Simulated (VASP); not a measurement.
# H (P1) in VASP: single point with PBE

Aim: the single point of H with PBE.

All numbers are computed with VASP 6.6.1; they aren't measurements. Logs are shortened: lines on timing, memory, paths and dates and some standing lists are left out, and cuts for length are marked.

### Step 1. The cell of the first run

The typed cell holds 8 atoms: a = 5.382 Å, b = 5.193 Å, c = 6.084 Å, α = 115.67°, β = 120.14°, γ = 88.50°.

### Step 2. Single point, PBE (atoms moved at random and the cell strained at random)

File INCAR:

```
ALGO = Normal
EDIFF = 1E-7
ENCUT = 520
GGA = PE
ISIF = 2
ISMEAR = 0
LASPH = T
LCHARG = F
LREAL = F
LWAVE = F
NBANDS = 14
NELM = 100
PREC = Accurate
SIGMA = 0.05
```

File KPOINTS:

```
k-points
0
Gamma
  6 6 6
```

File POSCAR:

```
H
1.0
    3.8527557869     -3.7546872454     -0.1715979811
    3.7209298036      3.6228612621      0.0189968662
   -3.8808601857      0.1833382816      4.6820787930
H
8
Direct
    0.4721764050      0.4088466467      0.8854881807
    0.1052489387      0.6479579282      0.3729151276
    1.0069579269      0.9957299917      0.9003820083
    0.6671727572      0.2558057113      0.4159471312
   -0.0434955624      0.0444184542      0.1306784374
    0.8860122388      0.2823485162      0.6461150910
    0.6041251927      0.6049258412      0.1309526649
    0.3018021030      0.7599669105      0.5175213588
```

Potentials or basis: VASP PAW PBE potentials, release 64 (H).

The run is started by

```bash
cat potpaw_PBE.64/H/POTCAR > POTCAR
mpirun -np 1 vasp_std > vasp.out
```

OUTCAR:

```text
EDIFF = 1E-7
   ENCUT = 520
   GGA = PE
   ISIF = 2
   ISMEAR = 0
   LASPH = T
   LREAL = F
   NELM = 100
   PREC = Accurate

 ion  position               nearest neighbor table
   1  0.472  0.409  0.885-
   2  0.105  0.648  0.373-
   3  0.007  0.996  0.900-
   4  0.667  0.256  0.416-
   5  0.957  0.044  0.131-
   6  0.886  0.282  0.646-
   7  0.604  0.605  0.131-
   8  0.302  0.760  0.518-

  LATTYP: Found a triclinic cell.
 ALAT       =     5.8442947413
 B/A-ratio  =     1.5770026191
 C/A-ratio  =     0.8886174346
 COS(alpha) =     0.0068142173
 COS(beta)  =     0.4617052757
 COS(gamma) =     0.7619457023

  Lattice vectors:

 A1 = (  -3.6928254048,  -0.0515122983,  -4.5294776781)
 A2 = (   0.1880347809,  -0.2348505799,  -9.2115564711)
 A3 = (  -3.7209298036,  -3.6228612621,  -0.0189968662)

Analysis of symmetry for initial positions (statically):
=====================================================================
 Subroutine PRICEL returns:
 Original cell was already a primitive cell.

 Routine SETGRP: Setting up the symmetry group for a
 triclinic supercell.

 Subroutine GETGRP returns: Found  1 space group operations
 (whereof  1 operations were pure point group operations)
 out of a pool of  2 trial point group operations.

The static configuration has the point symmetry C_1 .

Analysis of symmetry for dynamics (positions and initial velocities):
=====================================================================
 Subroutine PRICEL returns:
 Original cell was already a primitive cell.

 Routine SETGRP: Setting up the symmetry group for a
 triclinic supercell.

 Subroutine GETGRP returns: Found  1 space group operations
 (whereof  1 operations were pure point group operations)
 out of a pool of  2 trial point group operations.

The dynamic configuration has the point symmetry C_1 .

 Subroutine INISYM returns: Found  1 space group operations
 (whereof  1 operations are pure point group operations),
 and found     1 'primitive' translations

----------------------------------------------------------------------------------------

                                     Primitive cell

  volume of cell :     128.4991

  direct lattice vectors                    reciprocal lattice vectors
     3.852755787 -3.754687245 -0.171597981     0.131977848 -0.136151975  0.114724564
     3.720929804  3.622861262  0.018996866     0.136563420  0.135199032  0.107900017
    -3.880860186  0.183338282  4.682078793     0.004282896 -0.005538515  0.217347205

  length of vectors
     5.382457555  5.193342200  6.084122823     0.221624092  0.220387749  0.217459941

  position of ions in fractional coordinates (direct lattice)
     0.472176405  0.408846647  0.885488181
     0.105248939  0.647957928  0.372915128
     0.006957927  0.995729992  0.900382008
     0.667172757  0.255805711  0.415947131
     0.956504438  0.044418454  0.130678437
     0.886012239  0.282348516  0.646115091
     0.604125193  0.604925841  0.130952665
     0.301802103  0.759966910  0.517521359

  ion indices of the primitive-cell ions
   primitive index   ion index
                 1           1
                 2           2
                 3           3
                 4           4
                 5           5
                 6           6
                 7           7
                 8           8

----------------------------------------------------------------------------------------

 KPOINTS: k-points

Automatic generation of k-mesh.
 Grid dimensions read from file:
 generate k-points for:    6    6    6

 Generating k-lattice:

  Cartesian coordinates                     Fractional coordinates (reciprocal lattice)
     0.021996308 -0.022691996  0.019120761     0.166666667 -0.000000000 -0.000000000
     0.022760570  0.022533172  0.017983336    -0.000000000  0.166666667  0.000000000
     0.000713816 -0.000923086  0.036224534     0.000000000 -0.000000000  0.166666667

  Length of vectors
     0.036937349  0.036731291  0.036243324

  Shift w.r.t. Gamma in fractional coordinates (k-lattice)
     0.000000000  0.000000000  0.000000000

 Subroutine IBZKPT returns following result:
 ===========================================

 Found    112 irreducible k-points:

 Following reciprocal coordinates:
            Coordinates               Weight
  0.000000  0.000000  0.000000      1.000000
  0.166667  0.000000  0.000000      2.000000
  0.333333  0.000000  0.000000      2.000000
  0.500000  0.000000 -0.000000      1.000000
 -0.000000  0.166667  0.000000      2.000000
  0.166667  0.166667  0.000000      2.000000
[... 16 lines left out ...]
  0.333333  0.000000  0.166667      2.000000
  0.500000  0.000000  0.166667      2.000000
 [... further k-points ...]
   k-points           NKPTS =    112   k-points in BZ     NKDIM =    112   number of bands    NBANDS=     14
   number of dos      NEDOS =    301   number of ions     NIONS =      8
   total plane-waves  NPLWV =  76800
   dimension x,y,z NGX =    40 NGY =   40 NGZ =   48
   dimension x,y,z NGXF=    80 NGYF=   80 NGZF=   96
   ions per type =               8
   NGX,Y,Z   is equivalent  to a cutoff of  12.35, 12.80, 13.12 a.u.
   NGXF,Y,Z  is equivalent  to a cutoff of  24.71, 25.61, 26.23 a.u.
 SYSTEM =  unknown system
   PREC   = accura    normal or accurate (medium, high low for compatibility)
   ISTART =      0    job   : 0-new  1-cont  2-samecut
   ICHARG =      2    charge: 1-file 2-atom 10-const
   ISPIN  =      1    spin polarized calculation?
   LNONCOLLINEAR =      F non collinear calculations
   LSORBIT =      F    spin-orbit coupling
   LASPH  =      T    aspherical Exc in radial PAW
   ENCUT  =  520.0 eV  38.22 Ry    6.18 a.u.  10.01  9.66 11.31*2*pi/ulx,y,z
   NELM   =    100;   NELMIN=  2; NELMDL= -5     # of ELM steps
   EDIFF  = 0.1E-06   stopping-criterion for ELM
   LREAL  =      F    real-space projection
   EDIFFG = 0.1E-05   stopping-criterion for IOM
   NSW    =      0    number of steps for IOM
   IBRION =     -1    ionic relax: 0-MD 1-quasi-New 2-CG
   NFREE  =      0    steps in history (QN), initial steepest desc. (CG)
   ISIF   =      2    stress and relaxation
   ISYM   =      2    0-nonsym 1-usesym 2-fastsym
   POTIM  = 0.5000    time-step for ionic-motion
   TEBEG  =    0.0;   TEEND  =   0.0 temperature during run
   PSTRESS=    0.0 pullay stress
   NELECT =       8.0000    total number of electrons
   NUPDOWN=      -1.0000    fix difference up-down
   EMIN   =  10.00;   EMAX   =-10.00  energy-range for DOS
   EFERMI =   0.00;   METHOD = LEGACY
   ISMEAR =     0;   SIGMA  =   0.05  broadening in eV -4-tet -1-fermi 0-gaus
   EFERMI_NEDOS =   21; number of points for ismear=-14 and -15
   IALGO  =     38    algorithm
   IMIX   =      4    mixing-type and parameters
     AMIX     =   0.40;   BMIX     =  1.00
     AMIX_MAG =   1.60;   BMIX_MAG =  1.00
  volume/ion in A,a.u.               =      16.06       108.39
  Fermi-wavevector in a.u.,A,eV,Ry     =   0.648841  1.226131  5.727975  0.420994
  Thomas-Fermi vector in A             =   1.717604
   LORBIT       =      0    0 simple, 1 ext, 2 COOP (PROOUT), +10 PAW based schemes
   GGA     = PE    functional components
   LHFCALC =     F    Hartree Fock is set to
   AEXX    =    0.0000 exact exchange contribution
   IVDW    =     0    specifies the selected vdW correction
   LEPSILON=     F    determine dielectric tensor
   LRPA    =     F    only Hartree local field effects (RPA)
 non-spin polarized calculation
 Gauss-broadening in eV      SIGMA  =   0.05
  energy-cutoff  :      520.00
  volume of cell :      128.50
 maximum number of plane-waves:      3476
   NGX = 19   NGY = 19   NGZ = 23

 number of electron       7.9999999 magnetization

 Free energy of the ion-electron system (eV)
  ---------------------------------------------------
  ext. energy  EPLUGINS =         0.00000000
  ---------------------------------------------------
  free energy    TOTEN  =       -20.62969402 eV

  energy without entropy =      -20.62969402  energy(sigma->0) =      -20.62969402

 E-fermi :  -6.1127     XC(G=0):  -5.0669

 val. band max:       -6.3165438645   @ k =   0.0000   0.0000   0.0000
 cond. band min:      -2.5330359371   @ k =   0.5000   0.5000   0.0000
 fundamental gap:      3.7835079274
 Fermi energy:        -6.1127312886

 k-point     1 :       0.0000    0.0000    0.0000
  band No.  band energies     occupation
      1      -9.2036      2.00000
      2      -7.6319      2.00000
      3      -6.9934      2.00000
      4      -6.3165      2.00000
      5      -2.0902      0.00000
      6      -0.8714      0.00000
      7      -0.0744      0.00000
      8       1.8626      0.00000
      9       3.1131      0.00000
     10       3.5537      0.00000
     11       3.7147      0.00000
     12       4.1516      0.00000
     13       5.2121      0.00000
     14       5.4163      0.00000

 k-point     2 :       0.1667    0.0000    0.0000
  band No.  band energies     occupation
      1      -9.0866      2.00000
      2      -7.6889      2.00000
      3      -7.0745      2.00000
      4      -6.3838      2.00000
      5      -2.1377      0.00000
      6      -0.8913      0.00000
      7      -0.1048      0.00000
      8       1.7442      0.00000
      9       3.3939      0.00000
     10       3.4804      0.00000
     11       4.0881      0.00000
     12       4.5935      0.00000
     13       4.9090      0.00000
     14       5.2404      0.00000
[... 343 lines left out ...]
      1      -8.5556      2.00000
      2      -7.8829      2.00000
      3      -7.4669      2.00000
      4      -6.6793      2.00000
      5      -2.1729      0.00000
      6      -0.4614      0.00000
      7      -0.2174      0.00000
      8       1.3230      0.00000
      9       2.5904      0.00000
     10       3.8652      0.00000
     11       4.4288      0.00000
     12       5.4873      0.00000
     13       5.9731      0.00000
     14       6.5757      0.00000

 k-point    24 :       0.5000    0.0000    0.1667
  band No.  band energies     occupation
      1      -8.5998      2.00000
      2      -7.8723      2.00000
      3      -7.4433      2.00000
      4      -6.6169      2.00000
      5      -2.1367      0.00000
      6      -0.9360      0.00000
      7      -0.0179      0.00000
      8       1.6414      0.00000
      9       2.9406      0.00000
     10       3.6067      0.00000
     11       4.1933      0.00000
     12       4.9811      0.00000
     13       5.7736      0.00000
     14       6.0204      0.00000

 [... further k-points ...]

------------------------ aborting loop because EDIFF is reached ----------------------------------------

  FORCE on cell =-STRESS in cart. coord.  units (eV):
  Direction    XX          YY          ZZ          XY          YZ          ZX
  --------------------------------------------------------------------------------------
  -------------------------------------------------------------------------------------
  Total       -4.2018523     -2.8762605    -13.8314638      1.6118165      1.0203289     -0.1948846
  in kB      -52.3903346    -35.8623386   -172.4560884     20.0967565     12.7218585     -2.4298970
  external PRESSURE =     -86.9029205 kB  Pullay stress =       0.0000000 kB

 VOLUME and BASIS-vectors are now :
 -----------------------------------------------------------------------------
  energy-cutoff  :      520.00
  volume of cell :      128.50
      direct lattice vectors                 reciprocal lattice vectors
     3.852755787 -3.754687245 -0.171597981     0.131977848 -0.136151975  0.114724564
     3.720929804  3.622861262  0.018996866     0.136563420  0.135199032  0.107900017
    -3.880860186  0.183338282  4.682078793     0.004282896 -0.005538515  0.217347205

 POSITION                                       TOTAL-FORCE (eV/Angst)
 -----------------------------------------------------------------------------------
     -0.09599     -0.12934      4.07267         1.100765      1.003885      4.356271
      1.36927      2.02065      1.74027         2.423548     -1.204674      2.542016
      0.23759      3.74634      4.23338        -2.485737      1.142421      2.984076
      1.90806     -1.50202      1.83787         0.171945     -2.495501      3.754546
      3.34331     -3.40649      0.44856         2.502563     -1.123970     -3.005148
      1.95671     -2.18533      2.87849        -0.192031      2.457723     -3.764903
      4.07022     -0.05273      0.52096        -1.118063     -0.982696     -4.360061
      1.98213      1.71496      2.38572        -2.402992      1.202813     -2.506797
 -----------------------------------------------------------------------------------
    total drift:                                0.000047      0.000147      0.000028

  FREE ENERGIE OF THE ION-ELECTRON SYSTEM (eV)
  ---------------------------------------------------
  free  energy   TOTEN  =       -20.6296940173 eV

  energy  without entropy=      -20.6296940173  energy(sigma->0) =      -20.62969402
```

Wall time 4 min (1 thread of Intel Xeon 8259CL, shared host); peak memory 0.33 GiB.

Results:

```
Free energy            : -20.6297 eV
Pressure               : -8.7 GPa
Largest force          : 4.607 eV/Å
Band gap on the k mesh : 3.78 eV (least direct gap 4.22 eV)
```

Forces on the atoms (eV/Å):
```
H    1.101  1.004  4.356
H    2.424 -1.205  2.542
H   -2.486  1.142  2.984
H    0.172 -2.496  3.755
H    2.503 -1.124 -3.005
H   -0.192  2.458 -3.765
H   -1.118 -0.983 -4.360
H   -2.403  1.203 -2.507
```

Levels at points of the mesh, in eV from the valence-band top:
```csv
k point,band 1,band 2,band 3,band 4,band 5,band 6,band 7,band 8,band 9
"(0.00, 0.00, 0.00)",-2.89,-1.32,-0.68,0.00,4.23,5.45,6.24,8.18,9.43
"(0.50, 0.00, 0.00)",-2.21,-1.65,-1.13,-0.29,4.07,5.76,6.02,7.71,9.40
"(0.00, 0.50, 0.00)",-2.27,-1.67,-0.96,-0.31,4.14,5.49,6.28,7.55,9.26
"(0.50, 0.50, 0.00)",-2.12,-1.37,-1.18,-0.55,3.78,4.92,6.21,7.98,9.28
"(0.00, 0.00, 0.50)",-2.26,-1.53,-1.13,-0.50,4.31,5.98,6.31,7.49,8.54
"(0.50, 0.00, 0.50)",-2.38,-1.65,-0.88,-0.32,4.56,4.96,6.21,8.16,9.38
"(0.00, 0.50, 0.50)",-2.30,-1.56,-0.87,-0.55,4.38,5.43,6.01,7.66,9.28
"(0.50, 0.50, 0.50)",-2.12,-1.36,-1.17,-0.62,3.99,5.15,6.11,7.72,8.75
```

Caveat: the cell differs from its parent crystal (atoms moved at random and the cell strained at random); the cell stands under tension; forces of over 1 eV/Å act on the atoms, so gaps and moduli don't describe the material at rest. A k mesh can miss the band edges.
